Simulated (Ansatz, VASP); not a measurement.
## Two plane-wave programs on TiC

INCAR

```
SYSTEM = TiC
ALGO = Normal ; EDIFF = 1E-6
ENCUT = 520 ; GGA = PS
ISIF = 2 ; ISMEAR = 0
LASPH = .TRUE. ; LCHARG = .TRUE.
LELF = .TRUE. ; LREAL = .FALSE.
LVHAR = .TRUE. ; LWAVE = .FALSE.
NBANDS = 15 ; NELM = 80
PREC = Accurate ; SIGMA = 0.15
```

KPOINTS

```
k-points
0
G
  24 24 24
  0 0 0
```

Contents of POSCAR:

```
TiC
1.0
    0.0000000000      2.1466854677      2.1466854677
    2.1466854677      0.0000000000      2.1466854677
    2.1466854677      2.1466854677      0.0000000000
Ti C
1 1
Direct
    0.0000000000      0.0000000000      0.0000000000
    0.3835413926      0.3835413926      0.6164586074
```

Input for Ansatz:

```yaml
crystal:
  lattice:
    - [0.0, 2.1466854677, 2.1466854677]
    - [2.1466854677, 0.0, 2.1466854677]
    - [2.1466854677, 2.1466854677, 0.0]
  atoms:
    - { symbol: Ti, position: [0.0, 0.0, 0.0] }
    - { symbol: C, position: [0.3835413926, 0.3835413926, 0.6164586074] }
basis:
  ecutwfc: 420
kpoints:
  mp_grid: { grid: [24, 24, 24] }
hamiltonian:
  xc: pbesol
scf:
  occupations: { method: gaussian, width: 0.15 }
output:
  forces: true
  stress: true
  eigenvalues: true
```

Change from the starting cell: all C atoms moved -0.500 Å, as atom 2 along Cartesian [0 0 1].

Alike in both runs: task single point; functional PBEsol; k mesh 24 × 24 × 24; occupations gaussian, width 0.15 eV; no spin polarisation.

|  | VASP | Ansatz |
| --- | --- | --- |
| version | VASP 6.6.1 | Ansatz 0.2.0 |
| potentials or method | VASP PAW PBE potentials, release 64 (Ti_sv, C), cutoff 520 eV | scalar-relativistic, plane waves, PAW |
| valence electrons in the cell | 16 | 16 |

VASP gave:

* gap on the k mesh at the Fermi level (eV): none
* rms of the force components (eV/Å): 5.515

Question: What did Ansatz give for the same quantities?

Answer: gap on the k mesh at the Fermi level (eV): none; rms of the force components (eV/Å): 5.427.

VASP's potentials were made for PBE, not for PBEsol. Atom by atom the forces differ by 0.087 eV/Å (rms over components). A gap of «none» marks a metal or a gap that the smearing closes.
